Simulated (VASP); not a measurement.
# Se: single point with PBE

The system is Se.

```xyz
1
Lattice="2.7716 -0.0037 0.0251 -0.0037 2.7663 0.0104 0.0251 0.0104 2.7268" Properties=species:S:1:pos:R:3 pbc="T T T"
Se    0.0000    0.0000    0.0000
```

This cell differs from its parent crystal: the cell strained at random.

```json
{"Program": "VASP 6.6.1", "Task": "single point", "Functional": "PBE", "Potentials or basis": "VASP PAW PBE potentials, release 64 (Se)", "Cutoff": "520 eV", "k mesh": "14 × 14 × 14", "Occupations": "gaussian, width 0.1 eV", "Spin": "no spin polarisation", "Dipole correction": "no", "Further INCAR settings": "ALGO = Normal; EDIFF = 1e-06; NBANDS = 9"}
```

* Pressure: 6.9 GPa
* Band gap on the k mesh: zero (band 3 reaches 8.72 eV, above the bottom of band 4 at 2.19 eV)

Stress tensor (GPa, compression positive):
```
 5.99  0.01 -0.01
 0.01  6.39  0.00
-0.01  0.00  8.31
```

Levels at points of the mesh, in eV from the Fermi level:
```tsv
k point	band 1	band 2	band 3	band 4	band 5	band 6	band 7
(0.00, 0.00, 0.00)	-16.77	1.33	1.39	1.81	7.53	7.63	8.39
(0.50, 0.00, 0.00)	-14.49	-7.63	2.96	3.35	9.89	12.16	12.92
(0.00, 0.50, 0.00)	-14.47	-7.64	2.92	3.38	9.90	12.19	12.89
(0.50, 0.50, 0.00)	-12.19	-5.57	-5.53	2.45	4.79	13.96	16.33
(0.00, 0.00, 0.50)	-14.27	-7.71	3.05	3.11	9.96	12.09	12.71
(0.50, 0.00, 0.50)	-11.98	-5.70	-5.35	2.48	4.54	13.87	15.80
(0.00, 0.50, 0.50)	-11.95	-5.66	-5.39	2.48	4.50	13.83	15.83
(0.50, 0.50, 0.50)	-9.58	-3.87	-3.57	-3.48	5.41	5.50	5.76
```

Wall time 71 s on 1 thread of Intel(R) Xeon(R) Platinum 8375C CPU @ 2.90GHz (Ice Lake), with other jobs on the host, peak memory 0.34 GiB.

Caveat: the cell differs from its parent crystal (the cell strained at random).
